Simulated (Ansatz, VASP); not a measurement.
Two plane-wave programs on TaBr4

Contents of INCAR:

```
ALGO = Normal ; EDIFF = 1E-6
ENCUT = 520 ; GGA = PE
ISIF = 2 ; ISMEAR = 0
ISPIN = 2 ; LASPH = T
LCHARG = T ; LELF = T
LMAXMIX = 4 ; LORBIT = 11
LREAL = F ; LVHAR = T
LWAVE = F ; MAGMOM = 1 0 0 0 0
NBANDS = 32 ; NELM = 150
PREC = Accurate ; SIGMA = 0.1
```

File KPOINTS:

```
k-points
0
Gamma
  4 4 6
```

File POSCAR:

```
TaBr4
1.0
    4.8070219000     -5.6420129000      0.0000000000
    4.8070219000      5.6420129000      0.0000000000
    0.0000000000      0.0000000000      3.5488089000
Ta Br
1 4
Direct
    0.5000000000      0.5000000000      0.5000000000
    0.7189000000      0.2811000000      0.5000000000
    0.2962050000      0.2962050000      0.0000000000
    0.7037950000      0.7037950000      0.0000000000
    0.2811000000      0.7189000000      0.5000000000
```

Input for Ansatz:

```yaml
crystal:
  lattice:
    - [4.8070219, -5.6420129, 0.0]
    - [4.8070219, 5.6420129, 0.0]
    - [0.0, 0.0, 3.5488089]
  atoms:
    - { symbol: Ta, position: [0.5, 0.5, 0.5], spin: 1.0 }
    - { symbol: Br, position: [0.7189, 0.2811, 0.5] }
    - { symbol: Br, position: [0.296205, 0.296205, 0.0] }
    - { symbol: Br, position: [0.703795, 0.703795, 0.0] }
    - { symbol: Br, position: [0.2811, 0.7189, 0.5] }
basis:
  ecutwfc: 420
kpoints:
  mp_grid: { grid: [4, 4, 6] }
hamiltonian:
  xc: pbe
scf:
  occupations: { method: gaussian, width: 0.1 }
  lower_state_search: "off"
output:
  forces: true
  stress: true
  eigenvalues: true
  populations: true
magnetization:
  spin_polarized: true
```

Change from the starting cell: relaxed end of: species swapped into the FeCl4 type (Cmmm, No. 65).

Alike in both runs: task single point; functional PBE; k mesh 4 × 4 × 6; occupations gaussian, width 0.1 eV; collinear spin.

|  | VASP | Ansatz |
| --- | --- | --- |
| version | VASP 6.6.1 | Ansatz 0.2.0 |
| potentials or method | VASP PAW PBE potentials, release 64 (Ta_pv, Br), cutoff 520 eV | scalar-relativistic, plane waves, PAW |
| valence electrons in the cell | 39 | 41 |

Ansatz gave:

- gap on the k mesh at the Fermi level (eV): none
- pressure (GPa): 0.0
- traceless stress, the component that is largest in VASP (GPa): 0.05
- rms of the force components (eV/Å): 0.003
- net moment per atom (μB): 0.00

Question: Which values does VASP return?

Answer: gap on the k mesh at the Fermi level (eV): none; pressure (GPa): 0.0; traceless stress, the component that is largest in VASP (GPa): 0.05; rms of the force components (eV/Å): 0.004; net moment per atom (μB): 0.00.

Atom by atom the forces differ by 0.005 eV/Å (rms over components). A gap of «none» marks a metal or a gap that the smearing closes. VASP's potentials hold 39 valence electrons a cell and Ansatz's 41, so a difference there can come from the potentials and not from the codes. Ansatz's warnings: filled band counts differ across k points, seeded moment not kept.

Spin-orbit coupling is off throughout.
